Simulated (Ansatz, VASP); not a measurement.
# One calculation of Lu, two programs

```
Lu
1.0
    -1.67989    1.67989    1.67989
     1.67989   -1.67989    1.67989
     1.67989    1.67989   -1.67989
Lu
1
Direct
  0.00000 0.00000 0.00000
```

Change from the starting cell: volume scaled by 0.68, LAPW.

Alike in both runs: task single point; functional PBEsol; k mesh 16 × 16 × 16; occupations fermi-dirac, width 0.05 eV; no spin polarisation.

|  | VASP | Ansatz |
| --- | --- | --- |
| version | VASP 6.6.1 | Ansatz 0.2.0 |
| potentials or method | VASP PAW PBE potentials, release 64 (Lu), cutoff 520 eV | all-electron LAPW, scalar-relativistic |

|  | VASP | Ansatz | Ansatz less VASP |
| --- | --- | --- | --- |
| pressure (GPa) | 33.1 | 32.3 | -0.89 |

VASP's potentials were made for PBE, not for PBEsol. Both programs put the cell under a high pressure, so it lies far from rest at this level. Ansatz ran all-electron here, and VASP with PAW potentials.

Neither program's run includes spin-orbit coupling.
